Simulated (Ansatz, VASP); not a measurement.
# One calculation of LiF, two programs

The input INCAR:

```
SYSTEM = LiF
ALGO = Normal
EDIFF = 1E-8
ENCUT = 520
GGA = PE
ISIF = 2
ISMEAR = -1
LASPH = .True.
LCHARG = .False.
LEFG = .True.
LREAL = .False.
LWAVE = .False.
NBANDS = 12
NELM = 80
PREC = Accurate
SIGMA = 0.03
```

Contents of KPOINTS:

```
k-points
0
Gamma
  10 10 10
  0 0 0
```

POSCAR

```
LiF
1.0
    0.0000000000      2.0140000000      2.0140000000
    2.0140000000      0.0000000000      2.0140000000
    2.0140000000      2.0140000000      0.0000000000
Li F
1 1
Direct
    0.0000000000      0.0000000000      0.0000000000
    0.5000000000      0.5000000000      0.5000000000
```

Input for Ansatz:

```yaml
crystal:
  lattice:
    - [0.0, 2.014, 2.014]
    - [2.014, 0.0, 2.014]
    - [2.014, 2.014, 0.0]
  atoms:
    - { symbol: Li, position: [0.0, 0.0, 0.0] }
    - { symbol: F, position: [0.5, 0.5, 0.5] }
kpoints:
  mp_grid: { grid: [10, 10, 10] }
  band_path:
    path:
      - [0.0, 0.0, 0.0]
      - [0.5, 0.0, 0.5]
      - [0.625, 0.25, 0.625]
      - [0.375, 0.375, 0.75]
      - [0.0, 0.0, 0.0]
      - [0.5, 0.5, 0.5]
      - [0.5, 0.25, 0.75]
      - [0.5, 0.0, 0.5]
    npoints: 14
scf:
  occupations: { method: fermi_dirac, width: 0.03 }
hamiltonian:
  xc: pbe
  pseudopotentials: { kind: paw }
output:
  forces: true
  stress: true
  eigenvalues: true
  efg: { contact_densities: true }
  populations: true
  bader: true
  dos: { projected: true, de: 0.2, e_range: [-14, 8] }
  write_density: true
  write_potential: true
  elf: true
  volumetric_format: npy
```

Alike in both runs: task electric field gradients; functional PBE; k mesh 10 × 10 × 10; occupations fermi-dirac, width 0.03 eV; no spin polarisation.

|  | VASP | Ansatz |
| --- | --- | --- |
| version | VASP 6.6.1 | Ansatz 0.2.0 |
| potentials or method | VASP PAW PBE potentials, release 64 (Li_sv, F) | PAW with Ansatz's default frozen-core files, scalar-relativistic |
| plane-wave cutoff (eV) | 520 | 420 |
| valence electrons in the cell | 10 | 10 |

|  | VASP | Ansatz | Ansatz less VASP |
| --- | --- | --- | --- |
| gap on the k mesh at the Fermi level (eV) | 9.09 | 9.09 | +0.002 |

Noted on VASP's run: the cutoff is short for stress, so the pressure is rough.
